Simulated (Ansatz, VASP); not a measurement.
**Mg: VASP beside Ansatz**

Contents of INCAR:

```
SYSTEM = Mg
ALGO = Normal
EDIFF = 1E-7
EDIFFG = -0.01
ENCUT = 600
GGA = PS
GGA_COMPAT = .False.
IBRION = 2
ISIF = 3
ISMEAR = -1
IVDW = 12
LASPH = .True.
LCHARG = .False.
LREAL = .False.
LWAVE = .False.
NELM = 120
NELMIN = 4
NSW = 60
PREC = Accurate
SIGMA = 0.05
```

File KPOINTS:

```
k-points
0
Gamma
  10 10 5
  0 0 0
```

The input POSCAR:

```
Mg
1.0
    3.2093000000      0.0000000000      0.0000000000
   -1.6046500000      2.7793353284      0.0000000000
    0.0000000000      0.0000000000      5.2103000000
Mg
2
Direct
    0.6666666667      0.3333333333      0.7500000000
    0.3333333333      0.6666666667      0.2500000000
```

The input input.yaml:

```yaml
crystal:
  lattice:
    - [3.2093, 0.0, 0.0]
    - [-1.60465, 2.7793353284, 0.0]
    - [0.0, 0.0, 5.2103]
  atoms:
    - { symbol: Mg, position: [0.6666666667, 0.3333333333, 0.75] }
    - { symbol: Mg, position: [0.3333333333, 0.6666666667, 0.25] }
hamiltonian:
  xc: pbesol
  pseudopotentials: { kind: paw }
  dispersion: d3bj
kpoints:
  mp_grid: { grid: [10, 10, 5] }
scf:
  occupations: { method: fermi_dirac, width: 0.05 }
output:
  forces: true
  stress: true
  eigenvalues: true
  write_density: true
  write_potential: true
  elf: true
  volumetric_format: npy
relax:
  f_tol: 0.01
  max_steps: 40
  cell: { stress_tol: 0.05 }
```

Alike in both runs: task relaxation of cell and atoms; functional PBEsol; dispersion D3(BJ); k mesh 10 × 10 × 5; occupations fermi-dirac, width 0.05 eV; no spin polarisation.

|  | VASP | Ansatz |
| --- | --- | --- |
| version | VASP 6.6.1 | Ansatz 0.2.0 |
| potentials or method | VASP PAW PBE potentials, release 64 (Mg) | Ansatz PAW |
| plane-wave cutoff (eV) | 600 | 420 |
| valence electrons in the cell | 4 | 20 |

```tsv
	VASP	Ansatz	Ansatz less VASP
gap on the k mesh at the Fermi level, each at its own relaxed structure (eV)	none	none	-
relaxed volume (Å³/atom)	21.40	21.41	+0.011
relaxed cell length with the largest relative difference (Å)	5.161	5.164	+0.0030
```

VASP's potentials were made for PBE, not for PBEsol. A gap of «none» marks a metal or a gap that the smearing closes. VASP's potentials hold 4 valence electrons a cell and Ansatz's 20, so a difference there can come from the potentials and not from the codes.

Noted on Ansatz's run: the plane-wave basis is chosen anew once the cell has moved, so the energies of steps on either side of that aren't comparable.
